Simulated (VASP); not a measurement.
# Ni (Im-3m) in VASP: single point with PBE

Aim: the single point of Ni with PBE.

Program: VASP 6.6.1. These are calculated values, not measurements. Logs are shortened: lines on timing, memory, paths and dates and some standing lists are left out, and cuts for length are marked.

### 1 The cell of the first run

The structure is cubic, space group Im-3m (No. 229). Conventional cell: a = 2.767 Å, b = 2.767 Å, c = 2.767 Å, α = 90.00°, β = 90.00°, γ = 90.00°. Ni (site symmetry m-3m) has 14 Ni at 2.40 to 2.77 Å within 3.2 Å.

### 2 Single point, PBE, collinear spin, ferromagnetic start

The input, INCAR:

```
  ALGO = Normal
  EDIFF = 1E-7
  ENCUT = 520
  GGA = PE
  ISIF = 2
  ISMEAR = 1
  ISPIN = 2
  LASPH = T
  LCHARG = F
  LMAXMIX = 4
  LORBIT = 11
  LREAL = F
  LWAVE = F
  MAGMOM = 2
  NBANDS = 15
  NELM = 150
  PREC = Accurate
  SIGMA = 0.1
```

The input, KPOINTS:

```
k-points
0
Gamma
  13 13 13
```

The input, POSCAR:

```
Ni
1.0
   -1.3837154700      1.3837154700      1.3837154700
    1.3837154700     -1.3837154700      1.3837154700
    1.3837154700      1.3837154700     -1.3837154700
Ni
1
Direct
    0.0000000000      0.0000000000      0.0000000000
```

Potentials or basis: VASP PAW PBE potentials, release 64 (Ni).

Command:

```
cat potpaw_PBE.64/Ni/POTCAR > POTCAR
mpirun -np 1 vasp_std > vasp.out
```

OUTCAR:

```text
EDIFF = 1E-7
   ENCUT = 520
   GGA = PE
   ISIF = 2
   ISMEAR = 1
   ISPIN = 2
   LASPH = T
   LORBIT = 11
   LREAL = F
   NELM = 150
   PREC = Accurate

 ion  position               nearest neighbor table
   1  0.000  0.000  0.000-

  LATTYP: Found a body centered cubic cell.
 ALAT       =     2.7674309400

  Lattice vectors:

 A1 = (  -1.3837154700,   1.3837154700,   1.3837154700)
 A2 = (   1.3837154700,  -1.3837154700,   1.3837154700)
 A3 = (   1.3837154700,   1.3837154700,  -1.3837154700)

Analysis of symmetry for initial positions (statically):
=====================================================================
 Subroutine PRICEL returns:
 Original cell was already a primitive cell.

 Routine SETGRP: Setting up the symmetry group for a
 body centered cubic supercell.

 Subroutine GETGRP returns: Found 48 space group operations
 (whereof 48 operations were pure point group operations)
 out of a pool of 48 trial point group operations.

The static configuration has the point symmetry O_h .

Analysis of symmetry for dynamics (positions and initial velocities):
=====================================================================
 Subroutine PRICEL returns:
 Original cell was already a primitive cell.

 Routine SETGRP: Setting up the symmetry group for a
 body centered cubic supercell.

 Subroutine GETGRP returns: Found 48 space group operations
 (whereof 48 operations were pure point group operations)
 out of a pool of 48 trial point group operations.

The dynamic configuration has the point symmetry O_h .

Analysis of structural, dynamic, and magnetic symmetry:
=====================================================================
 Subroutine PRICEL returns:
 Original cell was already a primitive cell.

 Routine SETGRP: Setting up the symmetry group for a
 body centered cubic supercell.

 Subroutine GETGRP returns: Found 48 space group operations
 (whereof 48 operations were pure point group operations)
 out of a pool of 48 trial point group operations.

The overall configuration has the point symmetry O_h .

 Subroutine INISYM returns: Found 48 space group operations
 (whereof 48 operations are pure point group operations),
 and found     1 'primitive' translations

----------------------------------------------------------------------------------------

                                     Primitive cell

  volume of cell :      10.5974

  direct lattice vectors                    reciprocal lattice vectors
    -1.383715470  1.383715470  1.383715470     0.000000000  0.361345964  0.361345964
     1.383715470 -1.383715470  1.383715470     0.361345964  0.000000000  0.361345964
     1.383715470  1.383715470 -1.383715470     0.361345964  0.361345964  0.000000000

  length of vectors
     2.396665497  2.396665497  2.396665497     0.511020363  0.511020363  0.511020363

  position of ions in fractional coordinates (direct lattice)
     0.000000000  0.000000000  0.000000000

  ion indices of the primitive-cell ions
   primitive index   ion index
                 1           1

----------------------------------------------------------------------------------------

 KPOINTS: k-points

Automatic generation of k-mesh.
 Grid dimensions read from file:
 generate k-points for:   13   13   13

 Generating k-lattice:

  Cartesian coordinates                     Fractional coordinates (reciprocal lattice)
     0.000000000  0.027795843  0.027795843     0.076923077  0.000000000  0.000000000
     0.027795843  0.000000000  0.027795843     0.000000000  0.076923077  0.000000000
     0.027795843  0.027795843  0.000000000     0.000000000  0.000000000  0.076923077

  Length of vectors
     0.039309259  0.039309259  0.039309259

  Shift w.r.t. Gamma in fractional coordinates (k-lattice)
     0.000000000  0.000000000  0.000000000

 Subroutine IBZKPT returns following result:
 ===========================================

 Found     84 irreducible k-points:

 Following reciprocal coordinates:
            Coordinates               Weight
  0.000000  0.000000  0.000000      1.000000
  0.076923  0.000000  0.000000     12.000000
  0.153846  0.000000  0.000000     12.000000
  0.230769  0.000000  0.000000     12.000000
  0.307692  0.000000  0.000000     12.000000
  0.384615  0.000000  0.000000     12.000000
[... 16 lines left out ...]
  0.153846  0.076923  0.076923     24.000000
  0.230769  0.076923  0.076923     24.000000
 [... further k-points ...]
   k-points           NKPTS =     84   k-points in BZ     NKDIM =     84   number of bands    NBANDS=     15
   number of dos      NEDOS =    301   number of ions     NIONS =      1
   total plane-waves  NPLWV =   5832
   dimension x,y,z NGX =    18 NGY =   18 NGZ =   18
   dimension x,y,z NGXF=    36 NGYF=   36 NGZF=   36
   ions per type =               1
   NGX,Y,Z   is equivalent  to a cutoff of  12.49, 12.49, 12.49 a.u.
   NGXF,Y,Z  is equivalent  to a cutoff of  24.97, 24.97, 24.97 a.u.
 SYSTEM =  unknown system
   PREC   = accura    normal or accurate (medium, high low for compatibility)
   ISTART =      0    job   : 0-new  1-cont  2-samecut
   ICHARG =      2    charge: 1-file 2-atom 10-const
   ISPIN  =      2    spin polarized calculation?
   LNONCOLLINEAR =      F non collinear calculations
   LSORBIT =      F    spin-orbit coupling
   LASPH  =      T    aspherical Exc in radial PAW
   ENCUT  =  520.0 eV  38.22 Ry    6.18 a.u.   4.46  4.46  4.46*2*pi/ulx,y,z
   NELM   =    150;   NELMIN=  2; NELMDL= -5     # of ELM steps
   EDIFF  = 0.1E-06   stopping-criterion for ELM
   LREAL  =      F    real-space projection
   EDIFFG = 0.1E-05   stopping-criterion for IOM
   NSW    =      0    number of steps for IOM
   IBRION =     -1    ionic relax: 0-MD 1-quasi-New 2-CG
   NFREE  =      0    steps in history (QN), initial steepest desc. (CG)
   ISIF   =      2    stress and relaxation
   ISYM   =      2    0-nonsym 1-usesym 2-fastsym
   POTIM  = 0.5000    time-step for ionic-motion
   TEBEG  =    0.0;   TEEND  =   0.0 temperature during run
   PSTRESS=    0.0 pullay stress
   NELECT =      10.0000    total number of electrons
   NUPDOWN=      -1.0000    fix difference up-down
   EMIN   =  10.00;   EMAX   =-10.00  energy-range for DOS
   EFERMI =   0.00;   METHOD = LEGACY
   ISMEAR =     1;   SIGMA  =   0.10  broadening in eV -4-tet -1-fermi 0-gaus
   EFERMI_NEDOS =   21; number of points for ismear=-14 and -15
   IALGO  =     38    algorithm
   IMIX   =      4    mixing-type and parameters
     AMIX     =   0.40;   BMIX     =  1.00
     AMIX_MAG =   1.60;   BMIX_MAG =  1.00
  volume/ion in A,a.u.               =      10.60        71.51
  Fermi-wavevector in a.u.,A,eV,Ry     =   1.605738  3.034405 35.081190  2.578395
  Thomas-Fermi vector in A             =   2.702037
   LORBIT       =     11    0 simple, 1 ext, 2 COOP (PROOUT), +10 PAW based schemes
   GGA     = PE    functional components
   LHFCALC =     F    Hartree Fock is set to
   AEXX    =    0.0000 exact exchange contribution
   IVDW    =     0    specifies the selected vdW correction
   LEPSILON=     F    determine dielectric tensor
   LRPA    =     F    only Hartree local field effects (RPA)
 spin polarized calculation
 Methfessel and Paxton  Order N= 1 SIGMA  =   0.10
  energy-cutoff  :      520.00
  volume of cell :       10.60
 maximum number of plane-waves:       321
 NGX is ok and might be reduce to    18
   NGX =  9   NGY =  9   NGZ =  9

 number of electron      10.0000004 magnetization       0.5925056

 Free energy of the ion-electron system (eV)
  ---------------------------------------------------
  ext. energy  EPLUGINS =         0.00000000
  ---------------------------------------------------
  free energy    TOTEN  =        -5.36580853 eV

  energy without entropy =       -5.36602625  energy(sigma->0) =       -5.36588110

 E-fermi :   9.6045     XC(G=0): -13.4063

 val. band max:        9.6038945495   @ k =  -0.3846  -0.3846   0.1538
 cond. band min:       9.6213124301   @ k =  -0.3077   0.3846   0.0769
 fundamental gap:      0.0174178806
 Fermi energy:         9.6044502546

 spin component 1

 k-point     1 :       0.0000    0.0000    0.0000
  band No.  band energies     occupation
      1       0.5505      1.00000
      2       7.2435      1.00000
      3       7.2435      1.00000
      4       7.2435      1.00000
      5       8.7174      1.00000
      6       8.7174      1.00000
      7      36.3534      0.00000
      8      36.3534      0.00000
      9      36.3534      0.00000
     10      41.4329      0.00000
     11      41.4329      0.00000
     12      42.6695      0.00000
     13      42.6695      0.00000
     14      42.6695      0.00000
     15      43.3328      0.00000

 k-point     2 :       0.0769    0.0000    0.0000
  band No.  band energies     occupation
      1       0.7999      1.00000
      2       7.1860      1.00000
      3       7.2391      1.00000
      4       7.3581      1.00000
      5       8.6600      1.00000
      6       8.7220      1.00000
      7      34.4625      0.00000
      8      35.8725      0.00000
      9      36.0454      0.00000
     10      39.9180      0.00000
     11      40.1118      0.00000
     12      40.1775      0.00000
     13      42.5645      0.00000
     14      44.1273      0.00000
     15      45.1502      0.00000
[... 365 lines left out ...]
      3       6.8473      1.00000
      4       8.5756      1.00000
      5       8.6202      1.00000
      6       8.7249      1.00000
      7      26.8510      0.00000
      8      28.9304      0.00000
      9      30.7948      0.00000
     10      38.1880      0.00000
     11      42.1702      0.00000
     12      42.6932      0.00000
     13      45.0597      0.00000
     14      46.0825      0.00000
     15      50.0938      0.00000

 k-point    24 :       0.2308    0.0769    0.0769
  band No.  band energies     occupation
      1       4.2602      1.00000
      2       6.5223      1.00000
      3       6.8674      1.00000
      4       8.5872      1.00000
      5       8.7972      1.00000
      6       9.3632      1.00170
      7      22.9917      0.00000
      8      27.6331      0.00000
      9      29.0622      0.00000
     10      37.8813      0.00000
     11      41.5309      0.00000
     12      44.2455      0.00000
     13      46.2390      0.00000
     14      49.8119      0.00000
     15      52.7378      0.00000

 [... further k-points ...]

 spin component 2

 k-point     1 :       0.0000    0.0000    0.0000
  band No.  band energies     occupation
      1       0.5486      1.00000
      2       7.9608      1.00000
      3       7.9608      1.00000
      4       7.9608      1.00000
      5       9.2270      1.00000
      6       9.2270      1.00000
      7      36.2634      0.00000
      8      36.2634      0.00000
      9      36.2634      0.00000
     10      41.3669      0.00000
     11      41.3669      0.00000
     12      42.8693      0.00000
     13      42.8693      0.00000
     14      42.8693      0.00000
     15      43.5097      0.00000

 k-point     2 :       0.0769    0.0000    0.0000
  band No.  band energies     occupation
      1       0.7983      1.00000
      2       7.8991      1.00000
      3       7.9525      1.00000
      4       8.0795      1.00000
      5       9.1674      1.00000
      6       9.2320      1.00000
      7      34.4286      0.00000
      8      35.7939      0.00000
      9      35.9906      0.00000
     10      40.1110      0.00000
     11      40.1327      0.00000
     12      40.3318      0.00000
     13      42.5388      0.00000
     14      44.2737      0.00000
     15      45.2527      0.00000
[... 365 lines left out ...]
      3       7.4824      1.00000
      4       9.1117      1.00000
      5       9.2477      1.00000
      6       9.3625      1.00165
      7      26.9560      0.00000
      8      28.9885      0.00000
      9      30.9573      0.00000
     10      38.1283      0.00000
     11      42.2752      0.00000
     12      42.7277      0.00000
     13      45.1016      0.00000
     14      46.1763      0.00000
     15      50.2710      0.00000

 k-point    24 :       0.2308    0.0769    0.0769
  band No.  band energies     occupation
      1       4.3573      1.00000
      2       7.1737      1.00000
      3       7.4105      1.00000
      4       9.1486      1.00000
      5       9.3216      1.00024
      6      10.0857     -0.00000
      7      23.1551      0.00000
      8      27.6969      0.00000
      9      29.2071      0.00000
     10      37.8711      0.00000
     11      41.6288      0.00000
     12      44.2662      0.00000
     13      46.2853      0.00000
     14      49.8902      0.00000
     15      52.8933      0.00000

 [... further k-points ...]
[... 5 lines left out ...]
  --------------------------------------------------------------------------------------
  -------------------------------------------------------------------------------------
  Total        0.5049149      0.5049149      0.5049149      0.0000000      0.0000000     -0.0000000
  in kB       76.3358154     76.3358154     76.3358154      0.0000000      0.0000000     -0.0000000
  external PRESSURE =      76.3358154 kB  Pullay stress =       0.0000000 kB

 VOLUME and BASIS-vectors are now :
 -----------------------------------------------------------------------------
  energy-cutoff  :      520.00
  volume of cell :       10.60
      direct lattice vectors                 reciprocal lattice vectors
    -1.383715470  1.383715470  1.383715470     0.000000000  0.361345964  0.361345964
     1.383715470 -1.383715470  1.383715470     0.361345964  0.000000000  0.361345964
     1.383715470  1.383715470 -1.383715470     0.361345964  0.361345964  0.000000000

 POSITION                                       TOTAL-FORCE (eV/Angst)
 -----------------------------------------------------------------------------------
      0.00000      0.00000      0.00000         0.000000     -0.000000      0.000000
 -----------------------------------------------------------------------------------
    total drift:                                0.000000     -0.000000      0.000000

  FREE ENERGIE OF THE ION-ELECTRON SYSTEM (eV)
  ---------------------------------------------------
  free  energy   TOTEN  =        -5.3658085257 eV

  energy  without entropy=       -5.3660262499  energy(sigma->0) =       -5.36588110

 total charge

# of ion       s       p       d       tot
------------------------------------------
    1        0.503   0.512   8.346   9.362

 magnetization (x)

# of ion       s       p       d       tot
------------------------------------------
    1       -0.003  -0.015   0.616   0.598
```

It took 17 s on 1 thread of AMD EPYC 9R45 (Zen 5), shared host; peak memory 0.1 GiB.

Results:

```yaml
Free_energy: -5.3658 eV
Pressure: 7.6 GPa
Net_moment: 0.59 μB per cell
Site_moments: Ni +0.60 μB
Valence_electrons_inside_the_program's_atomic_spheres: Ni 9.36
```
